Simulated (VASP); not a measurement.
Input of a VASP 6.6.1 run:

Contents of INCAR:

```
SYSTEM = In2O3
PREC     = Accurate       ! precision mode
ENCUT    = 520            ! plane-wave cutoff, eV
EDIFF    = 1E-7           ! SCF threshold, eV
ISMEAR   = -1             ! smearing method
SIGMA    = 0.1034         ! smearing width, eV
LREAL    = Auto         
LASPH    = .True.         ! aspherical terms in the spheres
NELM     = 100            ! most SCF steps
ALGO     = Normal         ! electronic algorithm
ISIF     = 2              ! what is computed and relaxed
LWAVE    = .False.        ! write WAVECAR
LCHARG   = .False.        ! write CHGCAR
GGA      = PE             ! functional
NBANDS   = 104            ! bands
ISYM     = 0
```

Contents of KPOINTS:

```
regular mesh
0
Gamma
  1 1 1
  0 0 0
```

POSCAR

```
In2O3
1.0
    6.5491560000      0.0602710000     -0.0265460000
    0.0602710000      6.5253210000     -0.0478520000
   -0.0265460000     -0.0478520000      6.3657510000
In O
8 12
Direct
    0.0824728057      0.7435858890      0.1134609876
    0.5997776002      0.6571966481      0.1407733149
    0.3239157033      0.9213625058      0.6935098003
    0.2150136526      0.4171960134      0.6474336517
    0.3528670441      0.2492889227      0.1056359544
    0.6746581497      0.2528335326      0.5098696235
    0.8570940853      0.7718559574      0.6370226028
    0.8448147559      0.2056748811      0.9466156321
    0.4190480385      0.4765918642      0.3610579369
    0.3367199473      0.7081667789      0.9467107281
    0.6559866199      0.1458521130      0.1933007019
    0.7999755099      0.8489644897      0.9495347522
    0.5048323001      0.2705824566      0.8260288833
    0.1568497633      0.1106922664      0.5040345719
    0.8764613063      0.5045728223      0.1265324956
    0.5888997854      0.8484541233      0.5195412388
    0.8931971397      0.4159677097      0.6902055544
    0.1230185882      0.0702220293      0.2606523435
    0.1310353092      0.0989088122      0.8634827922
    0.1331521344      0.7442091728      0.4936461627
```

Potentials or basis: VASP PAW PBE potentials, release 64 (In_d, O).

Run with:

```sh
$ cat potpaw_PBE.64/In_d/POTCAR potpaw_PBE.64/O/POTCAR > POTCAR
$ mpirun -np 1 vasp_gam > vasp.out
```

Question: Estimate the pressure.

Answer: 7.9 GPa.

Question: Estimate the largest force.

Answer: 3.278 eV/Å.

Forces on the atoms (eV/Å):
```
In  -1.273  0.709  2.399
In  -0.141  1.251  0.779
In   2.743 -1.662 -0.675
In   0.741  0.678 -1.135
In  -0.425 -0.661  1.478
In  -0.491 -0.237 -1.700
In   0.397 -0.954  0.494
In  -0.778  0.244  1.603
O    0.036 -1.163  0.135
O    1.256 -0.913 -0.719
O   -0.766 -0.134  1.543
O    0.319  0.993 -0.111
O    0.230  0.343 -2.291
O   -1.480  1.754 -2.095
O    0.694 -0.998  0.722
O   -0.857  1.155 -1.063
O   -0.286  0.686 -0.746
O    0.929  0.966  0.084
O   -0.006  0.890  1.532
O   -0.842 -2.950 -0.232
```

Caveat: the k points lie up to 0.99 Å⁻¹ apart; the atoms stand as in a frame of molecular dynamics.
